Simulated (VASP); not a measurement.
A run of VASP 6.6.1 is set up as follows.

File INCAR:

```
SYSTEM = FeP3
ALGO     = Normal         ! electronic algorithm
EDIFF    = 1E-7           ! SCF threshold, eV
ENCUT    = 520            ! plane-wave cutoff, eV
GGA      = PE             ! functional
ISIF     = 2              ! what is computed and relaxed
ISMEAR   = 0              ! smearing method
ISPIN    = 2              ! spin polarisation
LASPH    = .TRUE.         ! aspherical terms in the spheres
LCHARG   = .TRUE.         ! write CHGCAR
LELF     = .TRUE.         ! ELF
LMAXMIX  = 4              ! l up to which the mixer works
LORBIT   = 11             ! projections on sites
LREAL    = .FALSE.        ! projectors in reciprocal space
LVHAR    = .TRUE.       
LWAVE    = .FALSE.        ! write WAVECAR
MAGMOM   = 2.35 -0.12 -0.12 -0.12 ! initial moments
NBANDS   = 24             ! bands
NELM     = 150            ! most SCF steps
PREC     = Accurate       ! precision mode
SIGMA    = 0.1            ! smearing width, eV
```

KPOINTS

```
k-points
0
G
  4 4 4
  0 0 0
```

Contents of POSCAR:

```
FeP3
1.0
    3.7501840276      0.0000000000      0.0000000000
    0.0000000000      3.7501840276      0.0000000000
    0.0000000000      0.0000000000      3.7501840276
Fe P
1 3
Direct
    0.0000000000      0.0000000000      0.0000000000
    0.0000000000      0.5000000000      0.5000000000
    0.5000000000      0.0000000000      0.5000000000
    0.5000000000      0.5000000000      0.0000000000
```

Potentials or basis: VASP PAW PBE potentials, release 64 (Fe, P).

The run is started by

```sh
$ cat potpaw_PBE.64/Fe/POTCAR potpaw_PBE.64/P/POTCAR > POTCAR
$ mpirun -np 1 vasp_std > vasp.out
```

(1) What does it give for the net moment?

(2) What does it give for the pressure?

(3) What does it give for the site moments?

Results:

(1) 1.12 μB per cell.

(2) 0.0 GPa.

(3) Fe +1.38; P -0.04 μB.

Caveat: the k points lie up to 0.42 Å⁻¹ apart; a cell with one magnetic atom can't hold antiferromagnetic order, which such compounds often take.
